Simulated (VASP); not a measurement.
# SiC (Cm) in VASP: a series of runs, part 2 of 2

VASP 6.6.1. The steps go on from the part before.

## (3) Single point, PBE (the part above a cut slid along it)

INCAR reads:

```
SYSTEM = SiC
PREC = Accurate
ENCUT = 520
EDIFF = 1E-6
ISMEAR = 0
SIGMA = 0.05
LREAL = .FALSE.
LASPH = .TRUE.
NELM = 60
ALGO = Normal
ISIF = 2
LWAVE = .FALSE.
LCHARG = .TRUE.
GGA = PE
LELF = .TRUE.
LVHAR = .TRUE.
NBANDS = 26
```

KPOINTS reads:

```
Automatic mesh
0
G
  10 10 3
  0 0 0
```

POSCAR reads:

```
SiC
1.0
   -3.0917664073      0.0000000000      0.0000000000
    1.5458832036     -2.6775482513      0.0000000000
   -2.7051410181      1.5618138950     10.1480423548
Si C
4 4
Direct
    0.1381783378      0.8618216622      0.9060317656
    0.4298283378      0.5701716622      0.4060317656
    0.2423200045      0.7576799955      0.1560317656
   -0.0493299955      1.0493299955      0.6560317656
    0.6118549956      0.3881450044      0.0939682344
    0.3202049956      0.6797950044      0.5939682344
    0.1326966622      0.8673033378      0.3439682344
   -0.1589533378      1.1589533378      0.8439682344
```

Potentials or basis: VASP PAW PBE potentials, release 64 (Si, C).

Run with:

```bash
$ cat potpaw_PBE.64/Si/POTCAR potpaw_PBE.64/C/POTCAR > POTCAR
$ mpirun -np 1 vasp_std > vasp.out
```

OUTCAR:

```text
SYSTEM = SiC
   PREC = Accurate
   ENCUT = 520
   EDIFF = 1E-6
   ISMEAR = 0
   LREAL = .FALSE.
   LASPH = .TRUE.
   NELM = 60
   ISIF = 2
   GGA = PE

 ion  position               nearest neighbor table
   1  0.138  0.862  0.906-   8 1.89   8 1.89   8 1.89   5 2.50   5 2.50   3 2.87   4 3.10   4 3.10
                             4 3.10
   2  0.430  0.570  0.406-   7 1.89   7 1.89   7 1.89   6 1.91   4 3.10   3 3.10   3 3.10   3 3.10
                             4 3.10   4 3.10
   3  0.242  0.758  0.156-   5 1.89   5 1.89   5 1.89   7 1.91   1 2.87   2 3.10   2 3.10   2 3.10

   4  0.951  0.049  0.656-   6 1.89   6 1.89   6 1.89   8 1.91   2 3.10   1 3.10   1 3.10   1 3.10
                             2 3.10   2 3.10
   5  0.612  0.388  0.094-   3 1.89   3 1.89   3 1.89   1 2.50   1 2.50
   6  0.320  0.680  0.594-   4 1.89   4 1.89   4 1.89   2 1.91
   7  0.133  0.867  0.344-   2 1.89   2 1.89   2 1.89   3 1.91
   8  0.841  0.159  0.844-   1 1.89   1 1.89   1 1.89   4 1.91

  LATTYP: Found a base centered monoclinic cell.
 ALAT       =     5.3550965025
 B/A-ratio  =     0.5773502692
 C/A-ratio  =     1.9402987061
 COS(beta)  =    -0.2147607472

  Lattice vectors:

 A1 = (  -1.5458832036,   2.6775482513,   0.0000000000)
 A2 = (  -3.0917664073,   0.0000000000,   0.0000000000)
 A3 = (   1.9325085928,  -1.1157343563,  10.1480423548)

Analysis of symmetry for initial positions (statically):
=====================================================================
 Subroutine PRICEL returns:
 Original cell was already a primitive cell.

 Routine SETGRP: Setting up the symmetry group for a
 base centered monoclinic supercell.

 Subroutine GETGRP returns: Found  2 space group operations
 (whereof  2 operations were pure point group operations)
 out of a pool of  4 trial point group operations.

The static configuration has the point symmetry C_1h.

Analysis of symmetry for dynamics (positions and initial velocities):
=====================================================================
 Subroutine PRICEL returns:
[... 147 lines left out ...]
   LHFCALC =     F    Hartree Fock is set to
   AEXX    =    0.0000 exact exchange contribution
   IVDW    =     0    specifies the selected vdW correction
   LEPSILON=     F    determine dielectric tensor
   LRPA    =     F    only Hartree local field effects (RPA)
 non-spin polarized calculation
 Gauss-broadening in eV      SIGMA  =   0.05
  energy-cutoff  :      520.00
  volume of cell :       84.01
 maximum number of plane-waves:      2282
   NGX = 11   NGY = 11   NGZ = 39

 number of electron      32.0000001 magnetization

 Free energy of the ion-electron system (eV)
  ---------------------------------------------------
  ext. energy  EPLUGINS =         0.00000000
  ---------------------------------------------------
  free energy    TOTEN  =       -57.67036592 eV

  energy without entropy =      -57.67036365  energy(sigma->0) =      -57.67036479

 E-fermi :   8.7960     XC(G=0): -11.3369

 val. band max:        8.6822840105   @ k =   0.1000   0.1000   0.0000
 cond. band min:       8.9091299740   @ k =   0.5000  -0.0000   0.0000
 fundamental gap:      0.2268459635
 Fermi energy:         8.7959708107

 k-point     1 :       0.0000    0.0000    0.0000
  band No.  band energies     occupation
      1      -7.3338      2.00000
      2      -6.1821      2.00000
      3      -6.0598      2.00000
      4      -3.7905      2.00000
      5      -0.3728      2.00000
      6       3.6515      2.00000
[... 685 lines left out ...]
     25      17.3928      0.00000
     26      17.8458      0.00000

 [... further k-points ...]

------------------------ aborting loop because EDIFF is reached ----------------------------------------

  FORCE on cell =-STRESS in cart. coord.  units (eV):
  Direction    XX          YY          ZZ          XY          YZ          ZX
  --------------------------------------------------------------------------------------
  -------------------------------------------------------------------------------------
  Total       -1.6149738     -3.6456335      4.3991797     -1.7586029     -2.0943977      3.6276033
  in kB      -30.7999360    -69.5276156     83.8988548    -33.5391544    -39.9432576     69.1837542
  external PRESSURE =      -5.4762322 kB  Pullay stress =       0.0000000 kB

 VOLUME and BASIS-vectors are now :
 -----------------------------------------------------------------------------
  energy-cutoff  :      520.00
  volume of cell :       84.01
      direct lattice vectors                 reciprocal lattice vectors
    -3.091766407  0.000000000  0.000000000    -0.323439700 -0.186737998 -0.057479066
     1.545883204 -2.677548251  0.000000000     0.000000000 -0.373475996  0.057479066
    -2.705141018  1.561813895 10.148042355     0.000000000  0.000000000  0.098541173

 POSITION                                       TOTAL-FORCE (eV/Angst)
 -----------------------------------------------------------------------------------
     -1.54588     -0.89252      9.19445        -0.358180      0.206795      0.359507
     -1.54588     -0.89252      4.12043        -0.020464      0.011815     -0.242075
     -0.00000     -1.78503      1.58342        -0.254106      0.146708      0.076875
     -4.63765      0.89252      6.65744        -0.228869      0.132137     -0.516542
     -1.54588     -0.89252      0.95359         1.271985     -0.734381      0.903946
     -1.54588     -0.89252      6.02761        -0.037094      0.021416      0.173166
     -0.00000     -1.78503      3.49060         0.120891     -0.069797      0.333062
     -4.63765      0.89252      8.56463        -0.494163      0.285305     -1.087938
 -----------------------------------------------------------------------------------
    total drift:                               -0.000079      0.000046      0.000238

  FREE ENERGIE OF THE ION-ELECTRON SYSTEM (eV)
  ---------------------------------------------------
  free  energy   TOTEN  =       -57.6703659169 eV

  energy  without entropy=      -57.6703636549  energy(sigma->0) =      -57.67036479
```

OSZICAR:

```text
N       E                     dE             d eps       ncg     rms          rms(c)
DAV:   1     0.747786287253E+02    0.74779E+02   -0.14401E+04  4472   0.111E+03
DAV:   2    -0.577766599989E+02   -0.13256E+03   -0.12277E+03  5774   0.193E+02
DAV:   3    -0.649605097908E+02   -0.71838E+01   -0.71204E+01  6028   0.422E+01
DAV:   4    -0.650550095480E+02   -0.94500E-01   -0.94337E-01  5744   0.557E+00
DAV:   5    -0.650567303879E+02   -0.17208E-02   -0.17197E-02  5996   0.710E-01    0.171E+01
DAV:   6    -0.578149031524E+02    0.72418E+01   -0.19268E+01  5710   0.194E+01    0.750E+00
DAV:   7    -0.577052004246E+02    0.10970E+00   -0.19618E+00  6062   0.655E+00    0.335E+00
DAV:   8    -0.576733101428E+02    0.31890E-01   -0.12115E-01  5552   0.173E+00    0.115E+00
DAV:   9    -0.576697992109E+02    0.35109E-02   -0.15751E-02  5888   0.725E-01    0.217E-01
DAV:  10    -0.576701794487E+02   -0.38024E-03   -0.13583E-03  5704   0.209E-01    0.109E-01
DAV:  11    -0.576703506390E+02   -0.17119E-03   -0.19138E-04  5334   0.814E-02    0.311E-02
DAV:  12    -0.576703631509E+02   -0.12512E-04   -0.19161E-05  6140   0.307E-02    0.141E-02
DAV:  13    -0.576703657634E+02   -0.26126E-05   -0.73213E-06  5290   0.160E-02    0.571E-03
DAV:  14    -0.576703659169E+02   -0.15351E-06   -0.72620E-07  3002   0.528E-03
   1 F= -.57670366E+02 E0= -.57670365E+02  d E =-.226209E-05
```

Wall time 80 s (1 thread of Intel Xeon 6975P-C (Granite Rapids), shared host); peak memory 0.27 GiB.

Results:

| Item | Value |
| --- | --- |
| Free energy | -57.6704 eV |
| Pressure | -0.5 GPa |
| Largest force | 1.725 eV/Å |
| Band gap on the k mesh | 0.23 eV (least direct gap 0.59 eV) |

Forces in eV/Å, atoms in the order of the input:
```
Si  -0.358  0.207  0.360
Si  -0.020  0.012 -0.242
Si  -0.254  0.147  0.077
Si  -0.229  0.132 -0.517
C    1.272 -0.734  0.904
C   -0.037  0.021  0.173
C    0.121 -0.070  0.333
C   -0.494  0.285 -1.088
```

Levels at points of the mesh, in eV from the valence-band top:
| k point | band 12 | band 13 | band 14 | band 15 | band 16 | band 17 | band 18 | band 19 | band 20 | band 21 |
| --- | --- | --- | --- | --- | --- | --- | --- | --- | --- | --- |
| (0.00, 0.00, 0.00) | -0.92 | -0.82 | -0.65 | -0.59 | -0.11 | 3.65 | 4.47 | 5.14 | 5.64 | 5.68 |
| (0.50, 0.00, 0.00) | -3.11 | -3.01 | -2.88 | -1.84 | -0.36 | 0.23 | 1.88 | 2.73 | 3.24 | 4.04 |
| (0.50, 0.50, 0.00) | -3.03 | -2.96 | -2.89 | -1.75 | -1.63 | 1.24 | 1.89 | 2.66 | 3.41 | 4.08 |

Caveat: the cell differs from its parent crystal (the part above a cut slid along it); the stress differs along the axes, from -7 to 8 GPa; semilocal functionals underestimate gaps, and a narrow one can read as zero; forces of over 1 eV/Å act on the atoms, so gaps and moduli don't describe the material at rest.

## (4) Single point, PBE (the part above a cut slid along it)

INCAR reads:

```
PREC = Accurate ; ENCUT = 520
EDIFF = 1E-6 ; ISMEAR = 0
SIGMA = 0.05 ; LREAL = False
LASPH = True ; NELM = 80
ALGO = Normal ; ISIF = 2
LWAVE = False ; LCHARG = True
GGA = PE ; LELF = True
LVHAR = True ; NBANDS = 26
```

KPOINTS reads:

```
regular mesh
0
Gamma
  10 10 3
```

POSCAR reads:

```
SiC
1.0
   -3.0917664073      0.0000000000      0.0000000000
    1.5458832036     -2.6775482513      0.0000000000
   -3.4782372082      2.0081611885     10.1480423548
Si C
4 4
Direct
   -0.0128571575      1.0128571575      0.9060317656
    0.3621428425      0.6378571575      0.4060317656
    0.2163095091      0.7836904909      0.1560317656
   -0.1586904909      1.1586904909      0.6560317656
    0.5961904909      0.4038095091      0.0939682344
    0.2211904909      0.7788095091      0.5939682344
    0.0753571576      0.9246428424      0.3439682344
   -0.2996428424      1.2996428424      0.8439682344
```

Run with:

```bash
$ cat potpaw_PBE.64/Si/POTCAR potpaw_PBE.64/C/POTCAR > POTCAR
$ mpirun -np 1 vasp_std > vasp.out
```

Run time: 75 s. Hardware: 1 thread of Intel Xeon 6975P-C (Granite Rapids), shared host; peak memory 0.29 GiB.

Results (log left out):

* Free energy: -57.8883 eV
* Pressure: -0.4 GPa
* Largest force: 2.476 eV/Å
* Band gap on the k mesh: 0.58 eV (least direct gap 1.17 eV)

Forces in eV/Å, atoms in the order of the input:
```
Si   1.290 -0.745  0.307
Si  -0.008  0.005 -0.216
Si   0.150 -0.087  0.111
Si   0.246 -0.142 -0.477
C   -2.042  1.179  0.756
C    0.023 -0.013  0.156
C   -0.174  0.100  0.296
C    0.516 -0.298 -0.933
```

Stress tensor (GPa, compression positive):
```
 -5.53   1.89 -10.89
  1.89  -3.35   6.29
-10.89   6.29   7.66
```

Levels at points of the mesh, in eV from the valence-band top:
| k point | band 13 | band 14 | band 15 | band 16 | band 17 | band 18 | band 19 | band 20 |
| --- | --- | --- | --- | --- | --- | --- | --- | --- |
| (0.00, 0.00, 0.00) | -0.83 | -0.63 | -0.54 | -0.02 | 3.85 | 4.52 | 5.21 | 5.67 |
| (0.50, 0.00, 0.00) | -2.92 | -2.84 | -1.81 | -1.13 | 1.34 | 1.80 | 2.74 | 3.29 |
| (0.50, 0.50, 0.00) | -2.94 | -2.86 | -1.68 | -0.59 | 0.58 | 1.83 | 2.80 | 3.37 |

Caveat: the cell differs from its parent crystal (the part above a cut slid along it); the stress differs along the axes, from -6 to 8 GPa; semilocal functionals underestimate gaps, and a narrow one can read as zero; forces of over 1 eV/Å act on the atoms, so gaps and moduli don't describe the material at rest.

## (5) Overview

```csv
cell,gap on the mesh (eV),pressure (GPa),largest force (eV/Å)
"a = 3.092, b = 3.092, c = 10.390 Å, angles 100.7, 79.3, 120.0°, 8 atoms",0.43,-2.1,0.71
"a = 3.092, b = 3.092, c = 10.618 Å, angles 104.8, 75.2, 120.0°, 8 atoms",0.23,-0.5,1.72
"a = 3.092, b = 3.092, c = 10.914 Å, angles 108.6, 71.4, 120.0°, 8 atoms",0.58,-0.4,2.48
```

Alike in all rows: task single point; level PBE; potentials or basis VASP PAW PBE potentials, release 64 (Si, C); no spin polarisation; k mesh 10 × 10 × 3; cutoff (eV) 520; smearing gaussian 0.05 eV.

Caveats: semilocal functionals underestimate gaps, and a narrow one can read as zero; forces of over 1 eV/Å act on the atoms, so gaps and moduli don't describe the material at rest (at least some runs); the stress differs along the axes, from -6 to 3 GPa (at least some runs); the stress differs along the axes, from -7 to 8 GPa (at least some runs); the stress differs along the axes, from -6 to 8 GPa (at least some runs).

Absolute energies hang on the potentials; compare differences alone.
